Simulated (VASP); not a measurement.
Wanted: the native input for a VASP 6.6.1 run.

- Task: relaxation of shape and atoms at fixed volume
- Functional: PBEsol
- Potentials or basis: VASP PAW PBE potentials, release 64 (Al, Ru_pv)
- Cutoff: 600 eV
- k mesh: 10 × 10 × 10
- Occupations: gaussian, width 0.01 eV
- Spin: no spin polarisation
- Dipole correction: no
- Further INCAR settings: ALGO = Normal; EDIFF = 1e-07; IBRION = 2; EDIFFG = -0.01; NSW = 50; ISIF = 4

The structure of Al2Ru lies in POSCAR:

```
Al2Ru
1.0
    0.0000000000      4.0271322723      4.4284988000
    2.3738435668      0.0000000000      4.4284988000
    2.3738435668      4.0271322723      0.0000000000
Al Ru
4 2
Direct
    0.0789481737      0.4210518263      0.0789481737
    0.4210518263      0.0789481737      0.4210518263
    0.1710518263      0.8289481737      0.1710518263
    0.8289481737      0.1710518263      0.8289481737
    0.7500000000      0.7500000000      0.7500000000
    0.5000000000      0.5000000000      0.5000000000
```

One way to write it, as run:

INCAR

```
SYSTEM = Al2Ru
PREC = Accurate
ENCUT = 600
EDIFF = 1E-7
ISMEAR = 0
SIGMA = 0.01
LREAL = .False.
LASPH = .True.
NELM = 100
ALGO = Normal
ISIF = 4
LWAVE = .False.
LCHARG = .False.
GGA = PS
IBRION = 2
NSW = 50
EDIFFG = -0.01
```

KPOINTS

```
regular mesh
0
Gamma
  10 10 10
  0 0 0
```

Potentials or basis: VASP PAW PBE potentials, release 64 (Al, Ru_pv).

Run with:

```bash
$ cat potpaw_PBE.64/Al/POTCAR potpaw_PBE.64/Ru_pv/POTCAR > POTCAR
$ mpirun -np 1 vasp_std > vasp.out
```

Results of the run:

- Energy gained by relaxing: 0.1 meV/atom
- Ionic steps: 4
- Pressure after relaxing: -4.9 GPa
- Largest force after relaxing: 0.008 eV/Å

Caveat: the PAW data sets were made with another functional, which shifts forces and pressure a little.

It took 27 min on 1 thread of Oxide Virtual Turin-like Processor (shared host), peak memory 0.5 GiB.
